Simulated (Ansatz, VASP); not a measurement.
**Sn in VASP and in Ansatz**

File INCAR:

```
ALGO = Normal
EDIFF = 1E-6
ENCUT = 520
GGA = PE
ISIF = 2
ISMEAR = -1
LASPH = T
LCHARG = F
LREAL = F
LWAVE = F
NBANDS = 13
NELM = 100
PREC = Accurate
SIGMA = 0.03
```

Contents of KPOINTS:

```
k-points
0
Gamma
  15 15 15
```

The input POSCAR:

```
Sn
1.0
   -1.9406990647      1.9406990647      1.9406990647
    1.9406990647     -1.9406990647      1.9406990647
    1.9406990647      1.9406990647     -1.9406990647
Sn
1
Direct
    0.0000000000      0.0000000000      0.0000000000
```

Input for Ansatz:

```yaml
crystal:
  lattice:
    - [-1.9406990647, 1.9406990647, 1.9406990647]
    - [1.9406990647, -1.9406990647, 1.9406990647]
    - [1.9406990647, 1.9406990647, -1.9406990647]
  atoms:
    - { symbol: Sn, position: [0.0, 0.0, 0.0] }
kpoints:
  mp_grid: { grid: [15, 15, 15] }
scf:
  occupations: { method: fermi_dirac, width: 0.03 }
hamiltonian:
  xc: pbe
  pseudopotentials: { kind: all_electron, lapw: { basis_error: 0.001 } }
output:
  forces: true
  stress: true
  eigenvalues: true
```

Change from the starting cell: volume scaled by 1.06.

Alike in both runs: task single point; functional PBE; k mesh 15 × 15 × 15; occupations fermi-dirac, width 0.03 eV; no spin polarisation.

|  | VASP | Ansatz |
| --- | --- | --- |
| version | VASP 6.6.1 | Ansatz 0.2.0 |
| potentials or method | VASP PAW PBE potentials, release 64 (Sn_d), cutoff 520 eV | all-electron LAPW, scalar-relativistic |

```tsv
	VASP	Ansatz	Ansatz less VASP
pressure (GPa)	-2.4	-2.3	+0.06
```

Ansatz ran all-electron here, and VASP with PAW potentials.
